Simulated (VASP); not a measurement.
Set up this calculation in VASP 6.6.1, as the native input.

| Item | Value |
| --- | --- |
| Task | single point |
| Functional | r2SCAN |
| Potentials or basis | VASP PAW PBE potentials, release 64 (Ga_d, O) |
| Cutoff | 660 eV |
| k mesh | 6 × 6 × 6 |
| Occupations | gaussian, width 0.05 eV |
| Spin | no spin polarisation |
| Dipole correction | no |
| Further INCAR settings | ALGO = Normal; EDIFF = 1e-06; NBANDS = 55 |

Crystal: Ga2O3.

```
CELL_PARAMETERS angstrom
2.49230 1.43893 4.48067
-2.49230 1.43893 4.48067
0.00000 -2.87786 4.48067
ATOMIC_POSITIONS crystal
Ga 0.36303 0.33956 0.36362
Ga 0.15991 0.14050 0.13339
Ga 0.63697 0.66044 0.63638
Ga 0.84009 0.85950 0.86661
O 0.53927 0.96198 0.25026
O 0.24799 0.55476 0.93566
O 0.94148 0.25174 0.56685
O 0.46073 0.03802 0.74974
O 0.75201 0.44524 0.06434
O 0.05852 0.74826 0.43315
```

This cell differs from its parent crystal: atoms displaced along a vibrational mode.

These files were run (other wordings do the same):

POSCAR

```
Ga2O3
1.0
    2.4923023535      1.4389314347      4.4806666158
   -2.4923023535      1.4389314347      4.4806666158
    0.0000000000     -2.8778628693      4.4806666158
Ga O
4 6
Direct
    0.3630287294      0.3395573390      0.3636209765
    0.1599063187      0.1404957067      0.1333909296
    0.6369712706      0.6604426610      0.6363790235
    0.8400936813      0.8595042933      0.8666090704
    0.5392670162      0.9619815618      0.2502613881
    0.2479937215      0.5547601708      0.9356563965
    0.9414833061      0.2517448904      0.5668515487
    0.4607329838      0.0380184382      0.7497386119
    0.7520062785      0.4452398292      0.0643436035
    0.0585166939      0.7482551096      0.4331484513
```

INCAR.step1

```
SYSTEM = Ga2O3
PREC = Accurate
ENCUT = 660
ISMEAR = 0
SIGMA = 0.05
LREAL = .False.
LASPH = .True.
NELM = 120
NBANDS = 55
GGA = PE
ALGO = Normal
EDIFF = 1E-5
LWAVE = .True.
LCHARG = .False.
GGA_COMPAT = .False.
KPAR = 4
```

INCAR.step2

```
SYSTEM = Ga2O3
PREC = Accurate
ENCUT = 660
EDIFF = 1E-6
ISMEAR = 0
SIGMA = 0.05
LREAL = .False.
LASPH = .True.
NELM = 120
ALGO = Normal
ISIF = 2
LWAVE = .False.
LCHARG = .False.
METAGGA = R2SCAN
LMIXTAU = .True.
NBANDS = 55
ISTART = 1
GGA_COMPAT = .False.
KPAR = 4
```

KPOINTS

```
regular mesh
0
Gamma
  6 6 6
  0 0 0
```

Potentials or basis: VASP PAW PBE potentials, release 64 (Ga_d, O).

Launch:

```console
$ cat potpaw_PBE.64/Ga_d/POTCAR potpaw_PBE.64/O/POTCAR > POTCAR
$ cp INCAR.step1 INCAR
$ mpirun -np 4 vasp_std > vasp.out
$ cp INCAR.step2 INCAR
$ mpirun -np 4 vasp_std > vasp.out
```

Results of the run:

```yaml
Pressure: 2.7 GPa
Largest_force: 1.637 eV/Å
Band_gap_on_the_k_mesh: 3.34 eV (least direct gap 3.40 eV)
```

Caveat: the cell differs from its parent crystal (atoms displaced along a vibrational mode); the PAW data sets were made with another functional, which shifts forces and pressure a little.

It took 18 min on 4 MPI ranks on Intel(R) Xeon(R) Platinum 8488C (Sapphire Rapids), on a shared host, peak memory 0.78 GiB a rank.
